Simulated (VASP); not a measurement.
# ZrO2 (nc) (P4_2/nmc) in VASP: vibrations by perturbation theory with PBE

Aim: the vibrations by perturbation theory of ZrO2 (nc) with PBE.

Program: VASP 6.6.1. These are calculated values, not measurements. Logs are shortened: lines on timing, memory, paths and dates and some standing lists are left out, and cuts for length are marked.

### Step 1. The cell of the first run

It takes space group P4_2/nmc (No. 137, tetragonal). Conventional cell: a = 3.621 Å, b = 3.621 Å, c = 5.281 Å, α = 90.00°, β = 90.00°, γ = 90.00°. Zr (site symmetry -4m2) has 8 O at 2.08 to 2.43 Å within 2.8 Å. O (site symmetry 2mm) has 4 Zr at 2.08 to 2.43 Å and 6 O at 2.63 to 2.64 Å within 2.8 Å.

### Step 2. Vibrations by perturbation theory, PBE

File INCAR:

```
PREC = Accurate
ENCUT = 600
EDIFF = 1E-8
ISMEAR = 0
SIGMA = 0.01
LREAL = False
LASPH = True
NELM = 120
ALGO = Normal
ISIF = 2
LWAVE = False
LCHARG = False
GGA = PE
IBRION = 8
NSW = 1
LEPSILON = True
GGA_COMPAT = False
```

File KPOINTS:

```
Automatic mesh
0
Gamma
  6 6 6
```

File POSCAR:

```
ZrO2
1.0
    3.6206170259      0.0000000000      0.0000000000
    0.0000000000      3.6206170259      0.0000000000
    0.0000000000      0.0000000000      5.2805038124
Zr O
2 4
Direct
    0.0000000000      0.0000000000      0.0000000000
    0.5000000000      0.5000000000      0.5000000000
    0.0000000000      0.5000000000      0.1929610152
    0.0000000000      0.5000000000      0.6929610152
    0.5000000000      0.0000000000      0.3070389848
    0.5000000000      0.0000000000      0.8070389848
```

Potentials or basis: VASP PAW PBE potentials, release 64 (Zr_sv, O).

Run with:

```sh
cat potpaw_PBE.64/Zr_sv/POTCAR potpaw_PBE.64/O/POTCAR > POTCAR
mpirun -np 1 vasp_std > vasp.out
```

OUTCAR:

```text
PREC = Accurate
   ENCUT = 600
   EDIFF = 1E-8
   ISMEAR = 0
   LREAL = False
   LASPH = True
   NELM = 120
   ISIF = 2
   GGA = PE
   IBRION = 8
   NSW = 1
   LEPSILON = True

 ion  position               nearest neighbor table
   1  0.000  0.000  0.000-   3 2.08   6 2.08   3 2.08   6 2.08   5 2.43   4 2.43   5 2.43   4 2.43
                             2 3.68   2 3.68   2 3.68   2 3.68   2 3.68   2 3.68   2 3.68   2 3.68
   2  0.500  0.500  0.500-   4 2.08   5 2.08   5 2.08   4 2.08   3 2.43   6 2.43   3 2.43   6 2.43
                             1 3.68   1 3.68   1 3.68   1 3.68   1 3.68   1 3.68   1 3.68   1 3.68
   3  0.000  0.500  0.193-   1 2.08   1 2.08   2 2.43   2 2.43
   4  0.000  0.500  0.693-   2 2.08   2 2.08   1 2.43   1 2.43
   5  0.500  0.000  0.307-   2 2.08   2 2.08   1 2.43   1 2.43
   6  0.500  0.000  0.807-   1 2.08   1 2.08   2 2.43   2 2.43

  LATTYP: Found a simple tetragonal cell.
 ALAT       =     3.6206170259
 C/A-ratio  =     1.4584541184

  Lattice vectors:

 A1 = (   3.6206170259,   0.0000000000,   0.0000000000)
 A2 = (   0.0000000000,   3.6206170259,   0.0000000000)
 A3 = (   0.0000000000,   0.0000000000,   5.2805038124)

Analysis of symmetry for initial positions (statically):
=====================================================================
 Subroutine PRICEL returns:
 Original cell was already a primitive cell.

 Routine SETGRP: Setting up the symmetry group for a
 simple tetragonal supercell.

 Subroutine GETGRP returns: Found 16 space group operations
 (whereof  8 operations were pure point group operations)
 out of a pool of 16 trial point group operations.

The static configuration has the point symmetry D_2d.
 The point group associated with its full space group is D_4h.

Analysis of symmetry for dynamics (positions and initial velocities):
=====================================================================
 Subroutine PRICEL returns:
 Original cell was already a primitive cell.

 Routine SETGRP: Setting up the symmetry group for a
 simple tetragonal supercell.

 Subroutine GETGRP returns: Found 16 space group operations
 (whereof  8 operations were pure point group operations)
 out of a pool of 16 trial point group operations.

The dynamic configuration has the point symmetry D_2d.
 The point group associated with its full space group is D_4h.

 Subroutine INISYM returns: Found 16 space group operations
 (whereof  8 operations are pure point group operations),
 and found     1 'primitive' translations

----------------------------------------------------------------------------------------

                                     Primitive cell

  volume of cell :      69.2214

[... 1001 lines left out ...]
  z     0.00000     0.00000     0.00000     0.00000     0.00000     0.00000

 PIEZOELECTRIC TENSOR (including local field effects)  for field in x, y, z        (C/m^2)
          XX          YY          ZZ          XY          YZ          ZX
  --------------------------------------------------------------------------------
  x     0.00000     0.00000     0.00000     0.00000     0.00000     0.00000
  y     0.00000     0.00000    -0.00000     0.00000     0.00000     0.00000
  z     0.00000     0.00000     0.00000     0.00000     0.00000     0.00000

 BORN EFFECTIVE CHARGES (including local field effects) (in |e|, cummulative output)
 ---------------------------------------------------------------------------------
 ion    1
    1     5.79386     0.00000     0.00000
    2     0.00000     5.79386     0.00000
    3     0.00000     0.00000     4.79436
 ion    2
    1     5.79386     0.00000     0.00000
    2     0.00000     5.79386     0.00000
    3     0.00000     0.00000     4.79436
 ion    3
    1    -2.01221     0.00000     0.00000
    2     0.00000    -3.78166     0.00000
    3     0.00000     0.00000    -2.39718
 ion    4
    1    -3.78166     0.00000    -0.00000
    2     0.00000    -2.01221     0.00000
    3     0.00000     0.00000    -2.39718
 ion    5
    1    -2.01221     0.00000    -0.00000
    2     0.00000    -3.78166     0.00000
    3     0.00000     0.00000    -2.39718
 ion    6
    1    -3.78166     0.00000    -0.00000
    2     0.00000    -2.01221     0.00000
    3     0.00000     0.00000    -2.39718

 INTERNAL STRAIN TENSOR FOR ION    6 for displacements in x,y,z  (eV/Angst):
          X           Y           Z          XY          YZ          ZX
  --------------------------------------------------------------------------------
  x     0.00000     0.00000     0.00000     0.00000     0.00000     7.17241
  y     0.00000     0.00000     0.00000     0.00000    -1.75869     0.00000
  z    10.67012    -2.57021     8.75911     0.00000     0.00000     0.00000

 SECOND DERIVATIVES (NOT SYMMETRIZED)
 ------------------------------------
               1X          1Y          1Z          2X          2Y          2Z          3X          3Y          3Z          4X          4Y          4Z          5X          5Y          5Z          6X          6Y          6Z
  1X    -8.217172    0.000000    0.000000    0.413889    0.000000    0.000000    1.310826    0.000000    0.000000    0.710760    0.000000    0.000000   -1.963432    0.000000    0.000000    7.745129    0.000000    0.000000
  1Y     0.000000   -8.217172    0.000000    0.000000    0.413889    0.000000    0.000000    7.745129    0.000000    0.000000   -1.963432    0.000000    0.000000    0.710760    0.000000    0.000000    1.310826    0.000000
  1Z     0.000000    0.000000  -22.615993    0.000000    0.000000   13.498426    0.000000    0.000000    6.248615    0.000000    0.000000   -1.689831    0.000000    0.000000   -1.689831    0.000000    0.000000    6.248615
  2X     0.413889    0.000000    0.000000   -8.217172    0.000000    0.000000   -1.963432    0.000000    0.000000    7.745129    0.000000    0.000000    1.310826    0.000000    0.000000    0.710760    0.000000    0.000000
  2Y     0.000000    0.413889    0.000000    0.000000   -8.217172    0.000000    0.000000    0.710760    0.000000    0.000000    1.310826    0.000000    0.000000    7.745129    0.000000    0.000000   -1.963432    0.000000
  2Z     0.000000    0.000000   13.498426    0.000000    0.000000  -22.615993    0.000000    0.000000   -1.689831    0.000000    0.000000    6.248615    0.000000    0.000000    6.248615    0.000000    0.000000   -1.689831
  3X     1.290396    0.000000    0.000000   -1.960952    0.000000    0.000000   -5.075111    0.000000    0.000000    0.633267    0.000000    0.000000    4.703012    0.000000    0.000000    0.409389    0.000000    0.000000
  3Y     0.000000    7.741663    0.000000    0.000000    0.709251    0.000000    0.000000  -15.957020    0.000000    0.000000    0.627887    0.000000    0.000000    6.470758    0.000000    0.000000    0.407461    0.000000
  3Z     0.000000    0.000000    6.250518    0.000000    0.000000   -1.691113    0.000000    0.000000  -12.482126    0.000000    0.000000    7.508936    0.000000    0.000000   -0.939716    0.000000    0.000000    1.353501
  4X     0.709251    0.000000    0.000000    7.741663    0.000000    0.000000    0.627887    0.000000    0.000000  -15.957020    0.000000    0.000000    0.407461    0.000000    0.000000    6.470758    0.000000    0.000000
  4Y     0.000000   -1.960952    0.000000    0.000000    1.290396    0.000000    0.000000    0.633267    0.000000    0.000000   -5.075111    0.000000    0.000000    0.409389    0.000000    0.000000    4.703012    0.000000
  4Z     0.000000    0.000000   -1.691113    0.000000    0.000000    6.250518    0.000000    0.000000    7.508936    0.000000    0.000000  -12.482126    0.000000    0.000000    1.353501    0.000000    0.000000   -0.939716
  5X    -1.960952    0.000000    0.000000    1.290396    0.000000    0.000000    4.703012    0.000000    0.000000    0.409389    0.000000    0.000000   -5.075111    0.000000    0.000000    0.633267    0.000000    0.000000
  5Y     0.000000    0.709251    0.000000    0.000000    7.741663    0.000000    0.000000    6.470758    0.000000    0.000000    0.407461    0.000000    0.000000  -15.957020    0.000000    0.000000    0.627887    0.000000
  5Z     0.000000    0.000000   -1.691113    0.000000    0.000000    6.250518    0.000000    0.000000   -0.939716    0.000000    0.000000    1.353501    0.000000    0.000000  -12.482126    0.000000    0.000000    7.508936
  6X     7.741663    0.000000    0.000000    0.709251    0.000000    0.000000    0.407461    0.000000    0.000000    6.470758    0.000000    0.000000    0.627887    0.000000    0.000000  -15.957020    0.000000    0.000000
  6Y     0.000000    1.290396    0.000000    0.000000   -1.960952    0.000000    0.000000    0.409389    0.000000    0.000000    4.703012    0.000000    0.000000    0.633267    0.000000    0.000000   -5.075111    0.000000
  6Z     0.000000    0.000000    6.250518    0.000000    0.000000   -1.691113    0.000000    0.000000    1.353501    0.000000    0.000000   -0.939716    0.000000    0.000000    7.508936    0.000000    0.000000  -12.482126

 Eigenvectors and eigenvalues of the dynamical matrix
 ----------------------------------------------------

   1 f  =   18.681420 THz   117.378825 2PiTHz  623.145101 cm-1    77.260111 meV
             X         Y         Z           dx          dy          dz
      0.000000  0.000000  0.000000    -0.094263   -0.027016    0.000000
      1.810309  1.810309  2.640252     0.094263    0.027016    0.000000
      0.000000  1.810309  1.018931     0.021292    0.192835   -0.000000
      0.000000  1.810309  3.659183    -0.672836   -0.006102    0.000000
      1.810309  0.000000  1.621321    -0.021292   -0.192835   -0.000000
      1.810309  0.000000  4.261572     0.672836    0.006102    0.000000
[... 145 lines left out ...]
  18 f/i=    0.016787 THz     0.105479 2PiTHz    0.559970 cm-1     0.069427 meV
             X         Y         Z           dx          dy          dz
      0.000000  0.000000  0.000000     0.483006    0.366501    0.000000
      1.810309  1.810309  2.640252     0.483006    0.366501    0.000000
      0.000000  1.810309  1.018931     0.206960    0.153978    0.000000
      0.000000  1.810309  3.659183     0.202925    0.157040    0.000000
      1.810309  0.000000  1.621321     0.206960    0.153978    0.000000
      1.810309  0.000000  4.261572     0.202925    0.157040    0.000000

--------------------------------------------------------------------------------------------------------

 MACROSCOPIC STATIC DIELECTRIC TENSOR IONIC CONTRIBUTION
 ------------------------------------------------------
         124.845868    -0.000000    -0.000000
          -0.000000   124.845868     0.000000
          -0.000000     0.000000    13.180094
 ------------------------------------------------------

 ELASTIC MODULI CONTR FROM IONIC RELAXATION (kBar)
 Direction    XX          YY          ZZ          XY          YZ          ZX
 --------------------------------------------------------------------------------
 XX        -806.4387    242.6513   -609.6706      0.0000     -0.0000     -0.0000
 YY         242.6513   -806.4387   -609.6706      0.0000      0.0000      0.0000
 ZZ        -609.6706   -609.6706  -1318.5758      0.0000     -0.0000      0.0000
 XY           0.0000      0.0000      0.0000      0.0000      0.0000      0.0000
 YZ          -0.0000      0.0000     -0.0000      0.0000   -796.3733      0.0000
 ZX          -0.0000      0.0000      0.0000      0.0000      0.0000   -795.4835
 --------------------------------------------------------------------------------

 PIEZOELECTRIC TENSOR IONIC CONTR  for field in x, y, z        (C/m^2)
          XX          YY          ZZ          XY          YZ          ZX
  --------------------------------------------------------------------------------
  x     0.00000    -0.00000    -0.00000     0.00000    -0.00000    -0.00000
  y     0.00000    -0.00000    -0.00000     0.00000    -0.00000    -0.00000
  z    -0.00000     0.00000    -0.00000     0.00000    -0.00000     0.00000
```

It took 41 min on 1 thread of Intel Xeon 6975P-C (Granite Rapids), shared host; peak memory 0.58 GiB.

Results:

* Electronic dielectric tensor (diagonal): 5.72, 5.72, 4.98
* Born charges (mean of the diagonal): Zr +5.46; O -2.73 e
* Highest phonon frequency at Γ, LO-TO splitting left out: 623 cm⁻¹

Phonon frequencies in cm⁻¹ (negative: imaginary):
```
              q point                                                        frequencies
(0.000, 0.000, 0.000)  -1 -1 0 72 72 124 124 281 303 324 411 411 431 431 574 615 623 623
```

Electronic dielectric tensor:
```
5.72 0.00 0.00
0.00 5.72 0.00
0.00 0.00 4.98
```

Born effective charge tensors (e):
atom 1, Zr
```
5.79 0.00 0.00
0.00 5.79 0.00
0.00 0.00 4.79
```
atom 2, Zr
```
5.79 0.00 0.00
0.00 5.79 0.00
0.00 0.00 4.79
```
atom 3, O
```
-2.01  0.00  0.00
 0.00 -3.78  0.00
 0.00  0.00 -2.40
```
atom 4, O
```
-3.78  0.00  0.00
 0.00 -2.01  0.00
 0.00  0.00 -2.40
```
atom 5, O
```
-2.01  0.00  0.00
 0.00 -3.78  0.00
 0.00  0.00 -2.40
```
atom 6, O
```
-3.78  0.00  0.00
 0.00 -2.01  0.00
 0.00  0.00 -2.40
```
